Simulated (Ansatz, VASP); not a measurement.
# Re: VASP beside Ansatz

```xyz
1
Lattice="-1.5412 1.5412 1.5412 1.5412 -1.5412 1.5412 1.5412 1.5412 -1.5412" Properties=species:S:1:pos:R:3 pbc="T T T"
Re    0.0000    0.0000    0.0000
```

Alike in both runs: task single point; functional RPBE; k mesh 16 × 16 × 16; occupations fermi-dirac, width 0.1 eV; no spin polarisation.

|  | VASP | Ansatz |
| --- | --- | --- |
| version | VASP 6.6.1 | Ansatz 0.2.0 |
| potentials or method | VASP PAW PBE potentials, release 64 (Re), cutoff 600 eV | plane waves (420 eV) with PAW, scalar-relativistic |
| valence electrons in the cell | 7 | 15 |

VASP gave:

* pressure (GPa): 15.2

**Question.** Estimate Ansatz's values.

**Answer.** Pressure (GPa): 15.6.

VASP's potentials were made for PBE, not for RPBE. VASP's potentials hold 7 valence electrons a cell and Ansatz's 15, so a difference there can come from the potentials and not from the codes.

Neither program's run includes spin-orbit coupling.
